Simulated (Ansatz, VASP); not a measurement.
**Two plane-wave programs on TiB2**

```xyz
3
Lattice="3.0449 0.0000 0.0000 -1.5225 2.6370 0.0000 0.0000 0.0000 3.2457" Properties=species:S:1:pos:R:3 pbc="T T T"
Ti    0.0000    0.0000    0.0000
B     0.0000    1.7580    1.6228
B     1.5225    0.8790    1.6228
```

Alike in both runs: functional r2SCAN; k mesh 13 × 13 × 10; occupations fermi-dirac, width 0.1 eV; no spin polarisation.

Ansatz relaxed the structure, and its values are those at the end. VASP's run is a single point on that final structure, the one shown.

|  | VASP | Ansatz |
| --- | --- | --- |
| version | VASP 6.6.1 | Ansatz 0.2.0 |
| potentials or method | VASP PAW PBE potentials, release 64 (Ti_sv, B), cutoff 550 eV | PAW plane waves |
| valence electrons in the cell | 18 | 18 |

Ansatz gave:

- pressure (GPa): -5.0

**Question.** What did VASP give for the same quantities?

**Answer.** Pressure (GPa): -4.3.

VASP's potentials were made for PBE, not for r2SCAN. The functional is the same, so the differences come from potentials, cutoffs and numerics. Ansatz's warnings: stress scf threshold loose.
